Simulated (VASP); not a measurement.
# Ni: single point with LDA

Ni:

```xyz
1
Lattice="0.0000 1.7121 1.7121 1.7121 0.0000 1.7121 1.7121 1.7121 0.0000" Properties=species:S:1:pos:R:3 pbc="T T T"
Ni    0.0000    0.0000    0.0000
```

* Program: VASP 6.6.1
* Task: single point
* Functional: LDA
* Potentials or basis: VASP PAW LDA potentials, release 64 (Ni)
* Cutoff: 520 eV
* k mesh: 24 × 24 × 24
* Occupations: gaussian, width 0.15 eV
* Spin: collinear spin, ferromagnetic start
* Starting moments: [0.7] μB
* Dipole correction: no
* Further INCAR settings: ALGO = Normal; EDIFF = 1e-06; NBANDS = 15

| Property | Result |
| --- | --- |
| Pressure | -0.3 GPa |
| Net moment | 0.56 μB per cell |
| Site moments | Ni +0.56 μB |
| Valence electrons inside the program's atomic spheres | Ni 9.47 |

Levels at points of the mesh, in eV from the Fermi level:
Spin up:
```
           k point  band 3  band 4  band 5  band 6  band 7  band 8
(0.00, 0.00, 0.00)   -2.53   -2.53   -1.24   -1.24   24.46   28.86
(0.50, 0.00, 0.00)   -2.55   -0.45   -0.45   -0.40    6.34   22.94
(0.50, 0.50, 0.00)   -0.43   -0.28   -0.28    2.51   10.04   15.55
```
Spin down:
```
           k point  band 1  band 2  band 3  band 4  band 5  band 6  band 7  band 8  band 9  band 10
(0.00, 0.00, 0.00)   -9.51   -1.96   -1.96   -1.96   -0.71   -0.71   24.45   28.91   28.91    28.91
(0.50, 0.00, 0.00)   -4.88   -2.03   -2.03   -0.36    0.15    0.15    6.70   22.92   26.11    26.11
(0.50, 0.50, 0.00)   -4.77   -4.08    0.12    0.38    0.38    2.56   10.31   15.61   15.61    21.10
```

It took 2.3 min on 1 thread of Intel Xeon 8259CL (shared host), peak memory 0.2 GiB.
